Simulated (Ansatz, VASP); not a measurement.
Ba2Be in VASP and in Ansatz

```
Ba Be
1.0
     5.64552    0.00000    0.00000
     0.00000    5.64552    0.00000
     0.00000    0.00000    5.64552
Ba Be
4 2
Direct
  0.25000 0.25000 0.75000
  0.75000 0.25000 0.25000
  0.25000 0.75000 0.25000
  0.75000 0.75000 0.75000
  0.50000 0.50000 0.50000
  0.00000 0.00000 0.00000
```

Change from the starting cell: species swapped into the Cu2O type (Pn-3m, No. 224).

Alike in both runs: task relaxation of cell and atoms; functional PBE; k mesh 4 × 4 × 4; occupations gaussian, width 0.1 eV; no spin polarisation.

|  | VASP | Ansatz |
| --- | --- | --- |
| version | VASP 6.6.1 | Ansatz 0.2.0 |
| potentials or method | VASP PAW PBE potentials, release 64 (Ba_sv, Be), cutoff 600 eV | scalar-relativistic, plane waves, PAW |
| valence electrons in the cell | 44 | 44 |

|  | VASP | Ansatz | Ansatz less VASP |
| --- | --- | --- | --- |
| gap on the k mesh at the Fermi level, each at its own relaxed structure (eV) | none | none | - |
| relaxed volume (Å³/atom) | 56.45 | 54.87 | -1.577 |
| relaxed length of the cell vector where the two differ most in proportion (Å) | 6.970 | 6.905 | -0.0655 |

A gap of «none» marks a metal or a gap that the smearing closes.

Spin-orbit coupling is off throughout. Noted on VASP's run: the volume moved by over 15 % at a fixed basis, so the end points are rough.
